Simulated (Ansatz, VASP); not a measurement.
## Two plane-wave programs on B

```
CELL_PARAMETERS angstrom
2.45400 1.41682 4.18900
-2.45400 1.41682 4.18900
0.00000 -2.83364 4.18900
ATOMIC_POSITIONS crystal
B 0.01040 0.65730 0.01040
B 0.01040 0.01040 0.65730
B 0.65730 0.01040 0.01040
B 0.98960 0.34270 0.98960
B 0.34270 0.98960 0.98960
B 0.98960 0.98960 0.34270
B 0.22060 0.63230 0.22060
B 0.22060 0.22060 0.63230
B 0.63230 0.22060 0.22060
B 0.77940 0.36770 0.77940
B 0.36770 0.77940 0.77940
B 0.77940 0.77940 0.36770
```

Alike in both runs: task relaxation of cell and atoms; functional revPBE; k mesh 4 × 4 × 4; occupations fermi-dirac, width 0.05 eV; no spin polarisation.

|  | VASP | Ansatz |
| --- | --- | --- |
| version | VASP 6.6.1 | Ansatz 0.2.0 |
| potentials or method | VASP PAW PBE potentials, release 64 (B), cutoff 600 eV | plane waves (420 eV) with PAW, scalar-relativistic |
| valence electrons in the cell | 36 | 36 |

|  | VASP | Ansatz | Ansatz less VASP |
| --- | --- | --- | --- |
| relaxed volume (Å³/atom) | 7.34 | 7.34 | +0.003 |
| relaxed cell length with the largest relative difference (Å) | 5.072 | 5.072 | +0.0005 |

VASP's potentials were made for PBE, not for revPBE.
